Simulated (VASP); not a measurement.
# Ge4Pd (Cmmm) in VASP: single point with PBE

Aim: the single point of Ge4Pd with PBE.

Program: VASP 6.6.1. These are calculated values, not measurements. Logs are shortened: lines on timing, memory, paths and dates and some standing lists are left out, and cuts for length are marked.

## Step 1: The cell of the first run

Symmetry: Cmmm, No. 65, orthorhombic system. Conventional cell: a = 7.606 Å, b = 8.068 Å, c = 3.129 Å, α = 90.00°, β = 90.00°, γ = 90.00°. Within 3.5 Å of Ge (site symmetry 2mm) lie 2 Pd at 2.63 Å and 7 Ge at 2.74 to 3.37 Å. Ge (site symmetry m2m) has 1 Pd at 2.54 Å and 7 Ge at 2.74 to 3.13 Å within 3.4 Å. Within 3.4 Å of Pd (site symmetry mmm) lie 6 Ge at 2.54 to 2.63 Å and 2 Pd at 3.13 Å.

The cell was generated, and may not be a known phase.

## Step 2: Single point, PBE, collinear spin

Input file INCAR:

```
PREC     = Accurate       # precision mode
ENCUT    = 520            # plane-wave cutoff, eV
EDIFF    = 1E-6           # SCF threshold, eV
ISMEAR   = 0              # smearing method
SIGMA    = 0.1            # smearing width, eV
LREAL    = False          # projectors in reciprocal space
LASPH    = True           # aspherical terms in the spheres
NELM     = 150            # most SCF steps
ALGO     = Normal         # electronic algorithm
ISIF     = 2              # what is computed and relaxed
LWAVE    = False          # write WAVECAR
LCHARG   = False          # write CHGCAR
ISPIN    = 2              # spin polarisation
MAGMOM   = 0 0 0 0 1      # initial moments
LORBIT   = 11             # projections on sites
LMAXMIX  = 4              # l up to which the mixer works
GGA      = PE             # functional
NBANDS   = 45             # bands
```

Input file KPOINTS:

```
Automatic mesh
0
Gamma
  4 4 6
```

Input file POSCAR:

```
Ge4Pd
1.0
    3.8030523251     -4.0338423117      0.0000000000
    3.8030523251      4.0338423117      0.0000000000
    0.0000000000      0.0000000000      3.1293150202
Ge Pd
4 1
Direct
    0.7217709896      0.7217709896      0.5000000000
    0.2782290104      0.2782290104      0.5000000000
    0.6849447770      0.3150552230      0.0000000000
    0.3150552230      0.6849447770      0.0000000000
    0.0000000000      0.0000000000      0.0000000000
```

Potentials or basis: VASP PAW PBE potentials, release 64 (Ge_d, Pd).

Command:

```bash
> cat potpaw_PBE.64/Ge_d/POTCAR potpaw_PBE.64/Pd/POTCAR > POTCAR
> mpirun -np 1 vasp_std > vasp.out
```

OUTCAR:

```text
PREC = Accurate
   ENCUT = 520
   EDIFF = 1E-6
   ISMEAR = 0
   LREAL = False
   LASPH = True
   NELM = 150
   ISIF = 2
   ISPIN = 2
   LORBIT = 11
   GGA = PE

 ion  position               nearest neighbor table
   1  0.722  0.722  0.500-   5 2.63   5 2.63   3 2.74   3 2.74   4 2.74   4 2.74
   2  0.278  0.278  0.500-   5 2.63   5 2.63   3 2.74   3 2.74   4 2.74   4 2.74
   3  0.685  0.315  0.000-   5 2.54   2 2.74   1 2.74   1 2.74   2 2.74
   4  0.315  0.685  0.000-   5 2.54   2 2.74   1 2.74   1 2.74   2 2.74
   5  0.000  0.000  0.000-   3 2.54   4 2.54   1 2.63   2 2.63   1 2.63   2 2.63

  LATTYP: Found a base centered orthorhombic cell.
 ALAT       =     7.6061046502
 B/A-ratio  =     1.0606854618
 C/A-ratio  =     0.4114215047

  Lattice vectors:

 A1 = (   3.8030523251,  -4.0338423117,   0.0000000000)
 A2 = (   3.8030523251,   4.0338423117,   0.0000000000)
 A3 = (   0.0000000000,   0.0000000000,   3.1293150202)

Analysis of symmetry for initial positions (statically):
=====================================================================
 Subroutine PRICEL returns:
 Original cell was already a primitive cell.

 Routine SETGRP: Setting up the symmetry group for a
 base centered orthorhombic supercell.

 Subroutine GETGRP returns: Found  8 space group operations
 (whereof  8 operations were pure point group operations)
 out of a pool of  8 trial point group operations.

The static configuration has the point symmetry D_2h.

Analysis of symmetry for dynamics (positions and initial velocities):
=====================================================================
 Subroutine PRICEL returns:
 Original cell was already a primitive cell.

 Routine SETGRP: Setting up the symmetry group for a
 base centered orthorhombic supercell.

 Subroutine GETGRP returns: Found  8 space group operations
 (whereof  8 operations were pure point group operations)
 out of a pool of  8 trial point group operations.

The dynamic configuration has the point symmetry D_2h.

Analysis of structural, dynamic, and magnetic symmetry:
=====================================================================
 Subroutine PRICEL returns:
 Original cell was already a primitive cell.

 Routine SETGRP: Setting up the symmetry group for a
 base centered orthorhombic supercell.

 Subroutine GETGRP returns: Found  8 space group operations
 (whereof  8 operations were pure point group operations)
 out of a pool of  8 trial point group operations.

The overall configuration has the point symmetry D_2h.

 Subroutine INISYM returns: Found  8 space group operations
 (whereof  8 operations are pure point group operations),
 and found     1 'primitive' translations

----------------------------------------------------------------------------------------

                                     Primitive cell

  volume of cell :      96.0131

  direct lattice vectors                    reciprocal lattice vectors
     3.803052325 -4.033842312  0.000000000     0.131473342 -0.123951300  0.000000000
     3.803052325  4.033842312  0.000000000     0.131473342  0.123951300  0.000000000
     0.000000000  0.000000000  3.129315020     0.000000000  0.000000000  0.319558751

  length of vectors
     5.543923771  5.543923771  3.129315020     0.180690798  0.180690798  0.319558751

  position of ions in fractional coordinates (direct lattice)
     0.721770990  0.721770990  0.500000000
     0.278229010  0.278229010  0.500000000
     0.684944777  0.315055223  0.000000000
     0.315055223  0.684944777  0.000000000
     0.000000000  0.000000000  0.000000000

  ion indices of the primitive-cell ions
   primitive index   ion index
                 1           1
                 2           2
                 3           3
                 4           4
                 5           5

----------------------------------------------------------------------------------------

 KPOINTS: Automatic mesh

Automatic generation of k-mesh.
 Grid dimensions read from file:
 generate k-points for:    4    4    6

 Generating k-lattice:

  Cartesian coordinates                     Fractional coordinates (reciprocal lattice)
     0.032868336 -0.030987825  0.000000000     0.250000000  0.000000000  0.000000000
     0.032868336  0.030987825  0.000000000     0.000000000  0.250000000  0.000000000
     0.000000000  0.000000000  0.053259792     0.000000000  0.000000000  0.166666667

  Length of vectors
     0.045172700  0.045172700  0.053259792

  Shift w.r.t. Gamma in fractional coordinates (k-lattice)
     0.000000000  0.000000000  0.000000000

 Subroutine IBZKPT returns following result:
 ===========================================

 Found     28 irreducible k-points:

 Following reciprocal coordinates:
            Coordinates               Weight
  0.000000  0.000000  0.000000      1.000000
  0.250000  0.000000  0.000000      4.000000
  0.500000  0.000000  0.000000      2.000000
  0.250000  0.250000  0.000000      2.000000
  0.500000  0.250000  0.000000      4.000000
 -0.250000  0.250000  0.000000      2.000000
[... 16 lines left out ...]
  0.250000  0.000000  0.500000      4.000000
  0.500000  0.000000  0.500000      2.000000
 [... further k-points ...]
   k-points           NKPTS =     28   k-points in BZ     NKDIM =     28   number of bands    NBANDS=     45
   number of dos      NEDOS =    301   number of ions     NIONS =      5
   total plane-waves  NPLWV =  42336
   dimension x,y,z NGX =    42 NGY =   42 NGZ =   24
   dimension x,y,z NGXF=    84 NGYF=   84 NGZF=   48
   ions per type =               4   1
   NGX,Y,Z   is equivalent  to a cutoff of  12.59, 12.59, 12.75 a.u.
   NGXF,Y,Z  is equivalent  to a cutoff of  25.19, 25.19, 25.50 a.u.
 SYSTEM =  unknown system
   PREC   = accura    normal or accurate (medium, high low for compatibility)
   ISTART =      0    job   : 0-new  1-cont  2-samecut
   ICHARG =      2    charge: 1-file 2-atom 10-const
   ISPIN  =      2    spin polarized calculation?
   LNONCOLLINEAR =      F non collinear calculations
   LSORBIT =      F    spin-orbit coupling
   LASPH  =      T    aspherical Exc in radial PAW
   ENCUT  =  520.0 eV  38.22 Ry    6.18 a.u.  10.31 10.31  5.82*2*pi/ulx,y,z
   NELM   =    150;   NELMIN=  2; NELMDL= -5     # of ELM steps
   EDIFF  = 0.1E-05   stopping-criterion for ELM
   LREAL  =      F    real-space projection
   EDIFFG = 0.1E-04   stopping-criterion for IOM
   NSW    =      0    number of steps for IOM
   IBRION =     -1    ionic relax: 0-MD 1-quasi-New 2-CG
   NFREE  =      0    steps in history (QN), initial steepest desc. (CG)
   ISIF   =      2    stress and relaxation
   ISYM   =      2    0-nonsym 1-usesym 2-fastsym
   POTIM  = 0.5000    time-step for ionic-motion
   TEBEG  =    0.0;   TEEND  =   0.0 temperature during run
   PSTRESS=    0.0 pullay stress
   NELECT =      66.0000    total number of electrons
   NUPDOWN=      -1.0000    fix difference up-down
   EMIN   =  10.00;   EMAX   =-10.00  energy-range for DOS
   EFERMI =   0.00;   METHOD = LEGACY
   ISMEAR =     0;   SIGMA  =   0.10  broadening in eV -4-tet -1-fermi 0-gaus
   EFERMI_NEDOS =   21; number of points for ismear=-14 and -15
   IALGO  =     38    algorithm
   IMIX   =      4    mixing-type and parameters
     AMIX     =   0.40;   BMIX     =  1.00
     AMIX_MAG =   1.60;   BMIX_MAG =  1.00
  volume/ion in A,a.u.               =      19.20       129.59
  Fermi-wavevector in a.u.,A,eV,Ry     =   1.444816  2.730307 28.402083  2.087494
  Thomas-Fermi vector in A             =   2.563069
   LORBIT       =     11    0 simple, 1 ext, 2 COOP (PROOUT), +10 PAW based schemes
   GGA     = PE    functional components
   LHFCALC =     F    Hartree Fock is set to
   AEXX    =    0.0000 exact exchange contribution
   IVDW    =     0    specifies the selected vdW correction
   LEPSILON=     F    determine dielectric tensor
   LRPA    =     F    only Hartree local field effects (RPA)
 spin polarized calculation
 Gauss-broadening in eV      SIGMA  =   0.10
  energy-cutoff  :      520.00
  volume of cell :       96.01
 maximum number of plane-waves:      2603
 NGX is ok and might be reduce to    42
   NGX = 21   NGY = 21   NGZ = 11

 number of electron      65.9999997 magnetization       0.0000829

 number of electron      65.9999997 magnetization      -0.0001166

 Free energy of the ion-electron system (eV)
  ---------------------------------------------------
  ext. energy  EPLUGINS =         0.00000000
  ---------------------------------------------------
  free energy    TOTEN  =       -23.14821998 eV

  energy without entropy =      -23.14065762  energy(sigma->0) =      -23.14443880

 E-fermi :   6.5151     XC(G=0): -11.1474

 val. band max:        6.4726817222   @ k =   0.0000   0.0000   0.1667
 cond. band min:       6.5520581902   @ k =   0.5000   0.5000   0.3333
 fundamental gap:      0.0793764680
 Fermi energy:         6.5151024132

 spin component 1

 k-point     1 :       0.0000    0.0000    0.0000
  band No.  band energies     occupation
      1     -18.1353      1.00000
      2     -18.1196      1.00000
      3     -18.1085      1.00000
      4     -18.1058      1.00000
      5     -18.1043      1.00000
      6     -18.0967      1.00000
[... 37 lines left out ...]
     44      16.2131      0.00000
     45      16.4943      0.00000

 k-point     2 :       0.2500    0.0000    0.0000
  band No.  band energies     occupation
      1     -18.1341      1.00000
      2     -18.1184      1.00000
      3     -18.1083      1.00000
      4     -18.1072      1.00000
      5     -18.1029      1.00000
      6     -18.0947      1.00000
[... 1048 lines left out ...]
 k-point    24 :       0.5000    0.0000    0.5000
  band No.  band energies     occupation
      1     -18.1298      1.00000
      2     -18.1289      1.00000
      3     -18.1167      1.00000
      4     -18.1027      1.00000
      5     -18.1008      1.00000
      6     -18.0900      1.00000
[... 37 lines left out ...]
     44      15.7125      0.00000
     45      16.5375      0.00000

 [... further k-points ...]

 spin component 2

 k-point     1 :       0.0000    0.0000    0.0000
  band No.  band energies     occupation
      1     -18.1353      1.00000
      2     -18.1196      1.00000
      3     -18.1085      1.00000
      4     -18.1058      1.00000
      5     -18.1043      1.00000
      6     -18.0967      1.00000
[... 37 lines left out ...]
     44      16.2130      0.00000
     45      16.4941      0.00000

 k-point     2 :       0.2500    0.0000    0.0000
  band No.  band energies     occupation
      1     -18.1341      1.00000
      2     -18.1184      1.00000
      3     -18.1083      1.00000
      4     -18.1072      1.00000
      5     -18.1029      1.00000
      6     -18.0947      1.00000
[... 1048 lines left out ...]
 k-point    24 :       0.5000    0.0000    0.5000
  band No.  band energies     occupation
      1     -18.1298      1.00000
      2     -18.1289      1.00000
      3     -18.1167      1.00000
      4     -18.1027      1.00000
      5     -18.1008      1.00000
      6     -18.0900      1.00000
[... 37 lines left out ...]
     44      15.7124      0.00000
     45      16.5376      0.00000

 [... further k-points ...]
[... 5 lines left out ...]
  --------------------------------------------------------------------------------------
  -------------------------------------------------------------------------------------
  Total        0.1397962      0.0308773      0.0824705      0.0000000      0.0000000      0.0000000
  in kB        2.3327887      0.5152515      1.3761914      0.0000000      0.0000000      0.0000000
  external PRESSURE =       1.4080772 kB  Pullay stress =       0.0000000 kB

 VOLUME and BASIS-vectors are now :
 -----------------------------------------------------------------------------
  energy-cutoff  :      520.00
  volume of cell :       96.01
      direct lattice vectors                 reciprocal lattice vectors
     3.803052325 -4.033842312  0.000000000     0.131473342 -0.123951300  0.000000000
     3.803052325  4.033842312  0.000000000     0.131473342  0.123951300  0.000000000
     0.000000000  0.000000000  3.129315020     0.000000000  0.000000000  0.319558751

 POSITION                                       TOTAL-FORCE (eV/Angst)
 -----------------------------------------------------------------------------------
      5.48987      0.00000      1.56466        -0.008661      0.000000      0.000000
      2.11624      0.00000      1.56466         0.008661      0.000000      0.000000
      3.80305     -1.49208      0.00000         0.000000     -0.009150      0.000000
      3.80305      1.49208      0.00000         0.000000      0.009150      0.000000
      0.00000      0.00000      0.00000        -0.000000      0.000000      0.000000
 -----------------------------------------------------------------------------------
    total drift:                                0.000000      0.000000      0.000000

  FREE ENERGIE OF THE ION-ELECTRON SYSTEM (eV)
  ---------------------------------------------------
  free  energy   TOTEN  =       -23.1482199845 eV

  energy  without entropy=      -23.1406576183  energy(sigma->0) =      -23.14443880

 total charge

# of ion       s       p       d       tot
------------------------------------------
    1        1.209   0.999  10.032  12.241
    2        1.209   0.999  10.032  12.241
    3        1.233   0.971  10.028  12.232
    4        1.233   0.971  10.028  12.232
    5        0.472   0.485   8.566   9.523
--------------------------------------------------
tot          5.357   4.424  48.687  58.468

 magnetization (x)

# of ion       s       p       d       tot
------------------------------------------
    1        0.000  -0.000   0.000  -0.000
    2        0.000  -0.000   0.000  -0.000
    3        0.000   0.000   0.000   0.000
    4        0.000   0.000   0.000   0.000
    5       -0.000  -0.000   0.000  -0.000
--------------------------------------------------
tot          0.000  -0.000   0.000  -0.000
```

Wall time 3.3 min (1 thread of Oxide Virtual Turin-like, shared host); peak memory 0.3 GiB.

Results:

```
Free energy                                           : -23.1482 eV
Pressure                                              : 0.1 GPa
Largest force                                         : 0.009 eV/Å
Band gap on the k mesh                                : zero (filled and empty bands overlap)
Net moment                                            : 0.00 μB per cell
Valence electrons inside the program's atomic spheres : Ge 12.24, 12.23 (each value once); Pd 9.52
```

Forces on the atoms (eV/Å):
```
Ge  -0.009  0.000  0.000
Ge   0.009  0.000  0.000
Ge   0.000 -0.009  0.000
Ge   0.000  0.009  0.000
Pd   0.000  0.000  0.000
```

Levels at points of the mesh, in eV from the Fermi level:
Spin up:
```
           k point  band 30  band 31  band 32  band 33  band 34  band 35  band 36  band 37
(0.00, 0.00, 0.00)    -1.97    -1.70    -1.50    -1.08     1.81     3.23     5.68     5.70
(0.50, 0.00, 0.00)    -2.56    -2.46    -1.38     1.91     2.54     3.22     3.65     4.16
(0.50, 0.50, 0.00)    -0.93    -0.17     0.60     1.22     1.68     1.86     2.30     2.53
(0.00, 0.00, 0.50)    -2.86    -2.43    -2.21    -0.49    -0.25     0.33     1.02     1.76
(0.50, 0.00, 0.50)    -2.36    -2.25    -1.49    -0.33     0.12     0.46     0.73     1.56
(0.50, 0.50, 0.50)    -3.11    -2.92    -2.31    -0.89     2.29     2.64     2.89     4.02
```
Spin down:
```csv
k point,band 30,band 31,band 32,band 33,band 34,band 35,band 36,band 37
"(0.00, 0.00, 0.00)",-1.97,-1.70,-1.50,-1.08,1.81,3.23,5.68,5.70
"(0.50, 0.00, 0.00)",-2.56,-2.46,-1.38,1.91,2.54,3.22,3.65,4.16
"(0.50, 0.50, 0.00)",-0.93,-0.17,0.60,1.22,1.68,1.86,2.30,2.53
"(0.00, 0.00, 0.50)",-2.86,-2.43,-2.21,-0.49,-0.25,0.33,1.02,1.76
"(0.50, 0.00, 0.50)",-2.36,-2.25,-1.49,-0.33,0.12,0.46,0.73,1.56
"(0.50, 0.50, 0.50)",-3.11,-2.92,-2.31,-0.89,2.29,2.64,2.89,4.02
```

The gap in the log of VASP goes by the Fermi energy; the results here count the filled bands.